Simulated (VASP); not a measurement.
Input of a VASP 6.6.1 run:

File INCAR:

```
SYSTEM = SrTl
  PREC = Accurate
  ENCUT = 600
  EDIFF = 1E-7
  ISMEAR = -1
  SIGMA = 0.1
  LREAL = .FALSE.
  LASPH = .TRUE.
  NELM = 80
  ALGO = Normal
  ISIF = 3
  LWAVE = .FALSE.
  LCHARG = .FALSE.
  GGA = PS
  IBRION = 2
  NSW = 60
  EDIFFG = -0.005
```

Contents of KPOINTS:

```
regular mesh
0
G
  6 6 6
  0 0 0
```

Contents of POSCAR:

```
SrTl
1.0
    4.0320000000      0.0000000000      0.0000000000
    0.0000000000      4.0320000000      0.0000000000
    0.0000000000      0.0000000000      4.0320000000
Sr Tl
1 1
Direct
    0.0000000000      0.0000000000      0.0000000000
    0.5000000000      0.5000000000      0.5000000000
```

Potentials or basis: VASP PAW PBE potentials, release 64 (Sr_sv, Tl_d).

Run with:

```sh
$ cat potpaw_PBE.64/Sr_sv/POTCAR potpaw_PBE.64/Tl_d/POTCAR > POTCAR
$ mpirun -np 1 vasp_std > vasp.out
```

Task: Estimate the relaxed volume.

Result: 32.67 Å³/atom.

Task: What does it give for the space group after relaxing (to 0.05 Å)?

Result: Pm-3m (No. 221).

Task: Predict the relaxed cell.

Result: a = 4.028 Å, b = 4.028 Å, c = 4.028 Å, α = 90.00°, β = 90.00°, γ = 90.00°.

Final structure:
```
CELL_PARAMETERS angstrom
4.02758 0.00000 0.00000
0.00000 4.02758 0.00000
0.00000 0.00000 4.02758
ATOMIC_POSITIONS crystal
Sr 0.00000 0.00000 0.00000
Tl 0.50000 0.50000 0.50000
```

Caveat: the PAW data sets were made with another functional, which shifts forces and pressure a little.
